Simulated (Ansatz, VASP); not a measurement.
## Two plane-wave programs on Sb

```xyz
2
Lattice="3.4203 0.0000 0.0000 -1.7102 2.9621 0.0000 0.0000 0.0000 5.5774" Properties=species:S:1:pos:R:3 pbc="T T T"
Sb    1.7102    0.9874    4.1831
Sb    0.0000    1.9747    1.3944
```

Alike in both runs: task single point; functional LDA; k mesh 9 × 9 × 5; occupations fermi-dirac, width 0.05 eV; no spin polarisation.

|  | VASP | Ansatz |
| --- | --- | --- |
| version | VASP 6.6.1 | Ansatz 0.2.0 |
| potentials or method | VASP PAW LDA potentials, release 64 (Sb) | Ansatz PAW |
| plane-wave cutoff (eV) | 520 | 420 |
| valence electrons in the cell | 10 | 30 |

```tsv
	VASP	Ansatz	Ansatz less VASP
gap on the k mesh at the Fermi level (eV)	none	none	-
pressure (GPa)	-5.7	-5.7	-0.04
traceless stress, the component that is largest in VASP (GPa)	-0.23	-0.22	+0.010
```

LDA's correlation is that of Perdew and Zunger in VASP and of Perdew and Wang (1992) in Ansatz. A gap of «none» marks a metal or a gap that the smearing closes. VASP's potentials hold 10 valence electrons a cell and Ansatz's 30, so a difference there can come from the potentials and not from the codes.

Spin-orbit coupling is off throughout.
